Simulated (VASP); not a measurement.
# AlNi (Cmmm) in VASP: a series of runs

Aim: see how the results for AlNi move with the level of theory and the settings. Levels: PBEsol+D4, PBEsol, PBE. Tasks: relaxation of cell and atoms, single point.

All numbers are computed with VASP 6.6.1; they aren't measurements. Logs are shortened: lines on timing, memory, paths and dates and some standing lists are left out, and cuts for length are marked.

## 1. The cell of the first run

Symmetry: Cmmm, No. 65, orthorhombic system. Conventional cell: a = 3.877 Å, b = 3.906 Å, c = 3.099 Å, α = 90.00°, β = 90.00°, γ = 90.00°. Ni (site symmetry mmm) has 8 Al at 2.48 to 2.49 Å and 6 Ni at 2.75 to 3.10 Å within 3.3 Å. Al (site symmetry mmm) has 8 Ni at 2.48 to 2.49 Å and 6 Al at 2.75 to 3.10 Å within 3.3 Å.

## 2. Relaxation of cell and atoms, PBEsol+D4, collinear spin, ferromagnetic start

File INCAR:

```
SYSTEM = AlNi
PREC = Accurate
ENCUT = 600
EDIFF = 1E-6
ISMEAR = -1
SIGMA = 0.05
LREAL = .FALSE.
LASPH = .TRUE.
NELM = 150
ALGO = Fast
ISIF = 3
LWAVE = .FALSE.
LCHARG = .FALSE.
ISPIN = 2
MAGMOM = 1 0
LORBIT = 11
LMAXMIX = 4
GGA = PS
IVDW = 13
IBRION = 2
NSW = 60
EDIFFG = -0.01
```

File KPOINTS:

```
regular mesh
0
G
  10 10 9
  0 0 0
```

File POSCAR:

```
AlNi
1.0
    1.9386940000     -1.9531901500      0.0000000000
    1.9386940000      1.9531901500      0.0000000000
    0.0000000000      0.0000000000      3.0994300413
Ni Al
1 1
Direct
    0.5000000000      0.5000000000      0.5000000000
    0.0000000000      0.0000000000      0.0000000000
```

Potentials or basis: VASP PAW PBE potentials, release 64 (Ni, Al).

Launch:

```sh
cat potpaw_PBE.64/Ni/POTCAR potpaw_PBE.64/Al/POTCAR > POTCAR
mpirun -np 1 vasp_std > vasp.out
```

OUTCAR:

```text
SYSTEM = AlNi
   PREC = Accurate
   ENCUT = 600
   EDIFF = 1E-6
   ISMEAR = -1
   LREAL = .FALSE.
   LASPH = .TRUE.
   NELM = 150
   ISIF = 3
   ISPIN = 2
   LORBIT = 11
   GGA = PS
   IVDW = 13
   IBRION = 2
   NSW = 60
   EDIFFG = -0.01

 ion  position               nearest neighbor table
   1  0.500  0.500  0.500-   2 2.48   2 2.48   2 2.48   2 2.48   2 2.49   2 2.49   2 2.49   2 2.49

   2  0.000  0.000  0.000-   1 2.48   1 2.48   1 2.48   1 2.48   1 2.49   1 2.49   1 2.49   1 2.49

  LATTYP: Found a base centered orthorhombic cell.
 ALAT       =     3.8773880000
 B/A-ratio  =     1.0074772759
 C/A-ratio  =     0.7993603017

  Lattice vectors:

 A1 = (   1.9386940000,  -1.9531901500,   0.0000000000)
 A2 = (   1.9386940000,   1.9531901500,   0.0000000000)
 A3 = (   0.0000000000,   0.0000000000,   3.0994300413)

Analysis of symmetry for initial positions (statically):
=====================================================================
 Subroutine PRICEL returns:
 Original cell was already a primitive cell.

 Routine SETGRP: Setting up the symmetry group for a
 base centered orthorhombic supercell.

 Subroutine GETGRP returns: Found  8 space group operations
 (whereof  8 operations were pure point group operations)
 out of a pool of  8 trial point group operations.

The static configuration has the point symmetry D_2h.

Analysis of symmetry for dynamics (positions and initial velocities):
=====================================================================
 Subroutine PRICEL returns:
 Original cell was already a primitive cell.

 Routine SETGRP: Setting up the symmetry group for a
 base centered orthorhombic supercell.

 Subroutine GETGRP returns: Found  8 space group operations
 (whereof  8 operations were pure point group operations)
 out of a pool of  8 trial point group operations.

The dynamic configuration has the point symmetry D_2h.

Analysis of structural, dynamic, and magnetic symmetry:
=====================================================================
 Subroutine PRICEL returns:
 Original cell was already a primitive cell.

 Routine SETGRP: Setting up the symmetry group for a
 base centered orthorhombic supercell.

 Subroutine GETGRP returns: Found  8 space group operations
 (whereof  8 operations were pure point group operations)
 out of a pool of  8 trial point group operations.

The overall configuration has the point symmetry D_2h.

 Subroutine INISYM returns: Found  8 space group operations
 (whereof  8 operations are pure point group operations),
 and found     1 'primitive' translations

----------------------------------------------------------------------------------------

                                     Primitive cell

  volume of cell :      23.4728

  direct lattice vectors                    reciprocal lattice vectors
     1.938694000 -1.953190150  0.000000000     0.257905580 -0.255991461  0.000000000
     1.938694000  1.953190150  0.000000000     0.257905580  0.255991461  0.000000000
     0.000000000  0.000000000  3.099430041     0.000000000  0.000000000  0.322639965

  length of vectors
     2.751996764  2.751996764  3.099430041     0.363382603  0.363382603  0.322639965

  position of ions in fractional coordinates (direct lattice)
     0.500000000  0.500000000  0.500000000
     0.000000000  0.000000000  0.000000000

  ion indices of the primitive-cell ions
   primitive index   ion index
                 1           1
                 2           2

----------------------------------------------------------------------------------------

 KPOINTS: regular mesh

Automatic generation of k-mesh.
 Grid dimensions read from file:
 generate k-points for:   10   10    9

 Generating k-lattice:

  Cartesian coordinates                     Fractional coordinates (reciprocal lattice)
     0.025790558 -0.025599146  0.000000000     0.100000000  0.000000000  0.000000000
     0.025790558  0.025599146  0.000000000     0.000000000  0.100000000  0.000000000
     0.000000000  0.000000000  0.035848885     0.000000000  0.000000000  0.111111111

  Length of vectors
     0.036338260  0.036338260  0.035848885

  Shift w.r.t. Gamma in fractional coordinates (k-lattice)
     0.000000000  0.000000000  0.000000000

 Subroutine IBZKPT returns following result:
 ===========================================

 Found    155 irreducible k-points:

 Following reciprocal coordinates:
            Coordinates               Weight
  0.000000  0.000000  0.000000      1.000000
  0.100000  0.000000  0.000000      4.000000
  0.200000  0.000000  0.000000      4.000000
  0.300000  0.000000  0.000000      4.000000
  0.400000  0.000000  0.000000      4.000000
  0.500000  0.000000  0.000000      2.000000
[... 16 lines left out ...]
  0.300000  0.300000  0.000000      2.000000
  0.400000  0.300000  0.000000      4.000000
 [... further k-points ...]
   k-points           NKPTS =    155   k-points in BZ     NKDIM =    155   number of bands    NBANDS=     11
   number of dos      NEDOS =    301   number of ions     NIONS =      2
   total plane-waves  NPLWV =  16128
   dimension x,y,z NGX =    24 NGY =   24 NGZ =   28
   dimension x,y,z NGXF=    48 NGYF=   48 NGZF=   56
   ions per type =               1   1
   NGX,Y,Z   is equivalent  to a cutoff of  14.50, 14.50, 15.02 a.u.
   NGXF,Y,Z  is equivalent  to a cutoff of  29.00, 29.00, 30.04 a.u.
 SYSTEM =  AlNi
   PREC   = accura    normal or accurate (medium, high low for compatibility)
   ISTART =      0    job   : 0-new  1-cont  2-samecut
   ICHARG =      2    charge: 1-file 2-atom 10-const
   ISPIN  =      2    spin polarized calculation?
   LNONCOLLINEAR =      F non collinear calculations
   LSORBIT =      F    spin-orbit coupling
   LASPH  =      T    aspherical Exc in radial PAW
   ENCUT  =  600.0 eV  44.10 Ry    6.64 a.u.   5.50  5.50  6.19*2*pi/ulx,y,z
   NELM   =    150;   NELMIN=  2; NELMDL= -5     # of ELM steps
   EDIFF  = 0.1E-05   stopping-criterion for ELM
   LREAL  =      F    real-space projection
   EDIFFG = -.1E-01   stopping-criterion for IOM
   NSW    =     60    number of steps for IOM
   IBRION =      2    ionic relax: 0-MD 1-quasi-New 2-CG
   NFREE  =      1    steps in history (QN), initial steepest desc. (CG)
   ISIF   =      3    stress and relaxation
   ISYM   =      2    0-nonsym 1-usesym 2-fastsym
   POTIM  = 0.5000    time-step for ionic-motion
   TEBEG  =    0.0;   TEEND  =   0.0 temperature during run
   PSTRESS=    0.0 pullay stress
   NELECT =      13.0000    total number of electrons
   NUPDOWN=      -1.0000    fix difference up-down
   EMIN   =  10.00;   EMAX   =-10.00  energy-range for DOS
   EFERMI =   0.00;   METHOD = LEGACY
   ISMEAR =    -1;   SIGMA  =   0.05  broadening in eV -4-tet -1-fermi 0-gaus
   EFERMI_NEDOS =   21; number of points for ismear=-14 and -15
   IALGO  =     68    algorithm
   IMIX   =      4    mixing-type and parameters
     AMIX     =   0.40;   BMIX     =  1.00
     AMIX_MAG =   1.60;   BMIX_MAG =  1.00
  volume/ion in A,a.u.               =      11.74        79.20
  Fermi-wavevector in a.u.,A,eV,Ry     =   1.344417  2.540580 24.591955  1.807458
  Thomas-Fermi vector in A             =   2.472413
   LORBIT       =     11    0 simple, 1 ext, 2 COOP (PROOUT), +10 PAW based schemes
   GGA     = PS    functional components
   LHFCALC =     F    Hartree Fock is set to
   AEXX    =    0.0000 exact exchange contribution
   IVDW    =    13    specifies the selected vdW correction
   LEPSILON=     F    determine dielectric tensor
   LRPA    =     F    only Hartree local field effects (RPA)
 conjugate gradient relaxation of ions
 spin polarized calculation
 RMM-DIIS sequential band-by-band and
  energy-cutoff  :      600.00
  volume of cell :       23.47
 maximum number of plane-waves:       805
 NGX is ok and might be reduce to    24
   NGX = 11   NGY = 11   NGZ = 13

--------------------------------------- Ionic step        1  -------------------------------------------

 number of electron      13.0000001 magnetization       0.0026730

 number of electron      13.0000001 magnetization      -0.0008777

 Free energy of the ion-electron system (eV)
  ---------------------------------------------------
  ext. energy  EPLUGINS =         0.00000000
  ---------------------------------------------------
  free energy    TOTEN  =       -11.54592701 eV

  energy without entropy =      -11.53855976  energy(sigma->0) =      -11.54224338

------------------------ aborting loop because EDIFF is reached ----------------------------------------

  DFT-D4 for vdW energy calculation

  Edisp (eV):   -0.51809
[... 109 lines left out ...]
  FREE ENERGIE OF THE ION-ELECTRON SYSTEM (eV)
  ---------------------------------------------------
  free  energy   TOTEN  =       -12.0837299618 eV

  energy  without entropy=      -12.0769774782  energy(sigma->0) =      -12.08035372

[... ionic steps 4 to 12 ...]

--------------------------------------- Ionic step       13  -------------------------------------------

 number of electron      13.0000004 magnetization      -0.0000000

 number of electron      13.0000004 magnetization       0.0000000
[... 81 lines left out ...]
 number of electron      13.0000004 magnetization       0.0000000

 number of electron      13.0000004 magnetization      -0.0000000

 Free energy of the ion-electron system (eV)
  ---------------------------------------------------
  ext. energy  EPLUGINS =         0.00000000
  ---------------------------------------------------
  free energy    TOTEN  =       -11.58522523 eV

  energy without entropy =      -11.57901500  energy(sigma->0) =      -11.58212011

 E-fermi :  10.4393     XC(G=0): -12.3491

 val. band max:       10.4360841133   @ k =  -0.3000   0.3000   0.4444
 cond. band min:      10.4891489104   @ k =   0.3000   0.0000   0.3333
 fundamental gap:      0.0530647971
 Fermi energy:        10.4393182754

 spin component 1

 k-point     1 :       0.0000    0.0000    0.0000
  band No.  band energies     occupation
      1      -1.0095      1.00000
      2       6.9737      1.00000
      3       6.9789      1.00000
      4       8.7739      1.00000
      5       8.7740      1.00000
      6       8.7815      1.00000
      7      16.0166      0.00000
      8      16.0747      0.00000
      9      16.0750      0.00000
     10      18.6578      0.00000
     11      18.6734      0.00000
[... 310 lines left out ...]
  band No.  band energies     occupation
      1       3.2994      1.00000
      2       5.8771      1.00000
      3       7.4069      1.00000
      4       7.8906      1.00000
      5       8.1991      1.00000
      6       8.4049      1.00000
      7       9.9797      0.99990
      8      13.2972      0.00000
      9      16.0011      0.00000
     10      21.1494      0.00000
     11      23.0055      0.00000

 [... further k-points ...]

 spin component 2

 k-point     1 :       0.0000    0.0000    0.0000
  band No.  band energies     occupation
      1      -1.0095      1.00000
      2       6.9737      1.00000
      3       6.9789      1.00000
      4       8.7739      1.00000
      5       8.7740      1.00000
      6       8.7815      1.00000
      7      16.0166      0.00000
      8      16.0747      0.00000
      9      16.0750      0.00000
     10      18.6578      0.00000
     11      18.6734      0.00000
[... 355 lines left out ...]
  FREE ENERGIE OF THE ION-ELECTRON SYSTEM (eV)
  ---------------------------------------------------
  free  energy   TOTEN  =       -12.1123373148 eV

  energy  without entropy=      -12.1061270917  energy(sigma->0) =      -12.10923220

 reached required accuracy - stopping structural energy minimisation

 total charge

# of ion       s       p       d       tot
------------------------------------------
    1        0.496   0.553   8.496   9.546
    2        0.386   0.429   0.000   0.815
--------------------------------------------------
tot          0.883   0.982   8.496  10.361

 magnetization (x)

# of ion       s       p       d       tot
------------------------------------------
    1       -0.000   0.000   0.000   0.000
    2       -0.000  -0.000   0.000  -0.000
--------------------------------------------------
tot         -0.000  -0.000   0.000   0.000
```

Wall time 16 min (1 thread of Intel Xeon 8259CL, shared host); peak memory 0.24 GiB.

Results:

* Free energy: -12.1123 eV
* Relaxed volume: 11.52 Å³/atom
* Relaxed cell: a = 2.844 Å, b = 2.844 Å, c = 2.848 Å, α = 90.00°, β = 90.00°, γ = 90.00°
* Space group after relaxing (to 0.1 Å): Pm-3m (No. 221)
* Energy gained by relaxing: 24.2 meV/atom
* Ionic steps: 15
* Pressure after relaxing: 0.1 GPa
* Net moment: 0.00 μB per cell
* Valence electrons inside the program's atomic spheres: Ni 9.55; Al 0.81
* Dispersion energy per atom: -0.264 eV

Step by step:
```csv
step,energy change (eV),largest force (eV/Å),pressure (GPa),volume (Å³)
1,0.0000,0.0000,-2.65,23.47
2,-0.0188,0.0000,2.25,22.81
3,-0.0197,0.0000,3.79,22.65
4,-0.0324,0.0000,3.05,22.73
5,-0.0468,0.0000,1.25,22.90
6,-0.0469,0.0000,0.95,22.92
7,-0.0469,0.0000,0.62,22.91
8,-0.0482,0.0000,0.05,23.02
9,-0.0483,0.0000,-0.31,23.04
10,-0.0483,0.0000,-0.23,23.04
11,-0.0483,0.0000,-0.10,23.05
12,-0.0483,0.0000,0.21,23.02
13,-0.0483,0.0000,-0.11,23.03
14,-0.0483,0.0000,0.10,23.03
15,-0.0483,0.0000,0.09,23.03
```

Final structure:
```cif
data_structure
_symmetry_space_group_name_H-M 'P 1'
_symmetry_Int_Tables_number 1
_cell_length_a 2.8438
_cell_length_b 2.8438
_cell_length_c 2.8482
_cell_angle_alpha 90.000
_cell_angle_beta 90.000
_cell_angle_gamma 89.998
_cell_volume 23.03
loop_
_atom_site_label
_atom_site_type_symbol
_atom_site_fract_x
_atom_site_fract_y
_atom_site_fract_z
_atom_site_occupancy
Ni1 Ni 0.50000 0.50000 0.50000 1
Al1 Al 0.00000 0.00000 0.00000 1
```

Caveat: the moments typed at the start vanished in this run; the PAW data sets were made with another functional, which shifts forces and pressure a little.

## 3. Single point, PBEsol, collinear spin, ferromagnetic start

File INCAR:

```
PREC     = Accurate       # precision mode
ENCUT    = 690            # plane-wave cutoff, eV
EDIFF    = 1E-6           # SCF threshold, eV
ISMEAR   = -1             # smearing method
SIGMA    = 0.05           # smearing width, eV
LREAL    = False          # projectors in reciprocal space
LASPH    = True           # aspherical terms in the spheres
NELM     = 200            # most SCF steps
ALGO     = Normal         # electronic algorithm
ISIF     = 2              # what is computed and relaxed
LWAVE    = False          # write WAVECAR
LCHARG   = False          # write CHGCAR
ISPIN    = 2              # spin polarisation
MAGMOM   = 0.5 0          # initial moments
LORBIT   = 11             # projections on sites
NUPDOWN  = 0.5            # fixed moment
LMAXMIX  = 4              # l up to which the mixer works
GGA      = PS             # functional
NBANDS   = 22             # bands
GGA_COMPAT= False
```

File KPOINTS:

```
regular mesh
0
Gamma
  8 8 7
```

POSCAR is that of step 2.

Potentials or basis: VASP PAW PBE potentials, release 64 (Ni_sv_GW, Al).

Launch:

```sh
cat potpaw_PBE.64/Ni_sv_GW/POTCAR potpaw_PBE.64/Al/POTCAR > POTCAR
mpirun -np 1 vasp_std > vasp.out
```

Wall time 42 s (1 thread of Intel Xeon 6975P-C (Granite Rapids), shared host); peak memory 0.25 GiB.

Results (log left out):

* Free energy: -12.3777 eV
* Pressure: 0.8 GPa
* Net moment: 0.50 μB per cell
* Site moments: Ni +0.38; Al +0.03 μB
* Valence electrons inside the program's atomic spheres: Ni 16.45; Al 0.81

Stress tensor (GPa, compression positive):
```
 3.37  0.00  0.00
 0.00  1.78  0.00
 0.00  0.00 -2.75
```

Caveat: the stress differs along the axes, from -3 to 3 GPa; the PAW data sets were made with another functional, which shifts forces and pressure a little; the total moment is fixed, so each spin has its own Fermi level and the state may be an excited one.

## 4. Single point, PBEsol, collinear spin, ferromagnetic start

File INCAR:

```
PREC = Accurate
ENCUT = 690
EDIFF = 1E-6
ISMEAR = -1
SIGMA = 0.05
LREAL = F
LASPH = T
NELM = 200
ALGO = Normal
ISIF = 2
LWAVE = F
LCHARG = T
ISPIN = 2
MAGMOM = 2 0
LORBIT = 11
NUPDOWN = 2.0
LMAXMIX = 4
GGA = PS
LELF = T
LVHAR = T
NBANDS = 22
GGA_COMPAT = F
```

KPOINTS is that of step 3.

POSCAR is that of step 3.

Launch:

```sh
cat potpaw_PBE.64/Ni_sv_GW/POTCAR potpaw_PBE.64/Al/POTCAR > POTCAR
mpirun -np 1 vasp_std > vasp.out
```

Run time: 1.9 min. Hardware: 1 thread of Intel Xeon Platinum 8259CL at 2.50GHz (Skylake/Cascade Lake), shared host; peak memory 0.24 GiB.

Results (log left out):

- Free energy: -10.2070 eV
- Pressure: 18.7 GPa
- Net moment: 2.00 μB per cell
- Site moments: Ni +1.29; Al +0.15 μB
- Valence electrons inside the program's atomic spheres: Ni 16.39; Al 0.83

Stress tensor (GPa, compression positive):
```
19.38  0.00  0.00
 0.00 17.76  0.00
 0.00  0.00 18.94
```

Caveat: the cell stands under pressure; the PAW data sets were made with another functional, which shifts forces and pressure a little; the total moment is fixed, so each spin has its own Fermi level and the state may be an excited one.

## 5. Single point, PBEsol, collinear spin, ferromagnetic start

File INCAR:

```
PREC     = Accurate       # precision mode
ENCUT    = 690            # plane-wave cutoff, eV
EDIFF    = 1E-6           # SCF threshold, eV
ISMEAR   = -1             # smearing method
SIGMA    = 0.05           # smearing width, eV
LREAL    = F              # projectors in reciprocal space
LASPH    = T              # aspherical terms in the spheres
NELM     = 200            # most SCF steps
ALGO     = Normal         # electronic algorithm
ISIF     = 2              # what is computed and relaxed
LWAVE    = F              # write WAVECAR
LCHARG   = F              # write CHGCAR
ISPIN    = 2              # spin polarisation
MAGMOM   = 1.2 0          # initial moments
LORBIT   = 11             # projections on sites
NUPDOWN  = 1.2            # fixed moment
LMAXMIX  = 4              # l up to which the mixer works
GGA      = PS             # functional
NBANDS   = 22             # bands
GGA_COMPAT= F
```

File KPOINTS:

```
Automatic mesh
0
Gamma
  8 8 7
```

POSCAR is that of step 4.

Launch:

```sh
cat potpaw_PBE.64/Ni_sv_GW/POTCAR potpaw_PBE.64/Al/POTCAR > POTCAR
mpirun -np 1 vasp_std > vasp.out
```

Wall time 44 s (1 thread of Intel Xeon 6975P-C (Granite Rapids), shared host); peak memory 0.25 GiB.

It converged, with:

| Property | Result |
| --- | --- |
| Free energy | -11.6749 eV |
| Pressure | 5.7 GPa |
| Net moment | 1.20 μB per cell |
| Site moments | Ni +0.82; Al +0.08 μB |
| Valence electrons inside the program's atomic spheres | Ni 16.43; Al 0.82 |

Stress tensor (GPa, compression positive):
```
9.07 0.00 0.00
0.00 7.29 0.00
0.00 0.00 0.63
```

Caveat: the stress differs along the axes, from 1 to 9 GPa; the PAW data sets were made with another functional, which shifts forces and pressure a little; the total moment is fixed, so each spin has its own Fermi level and the state may be an excited one.

(Part 1 of 2 ends here.)
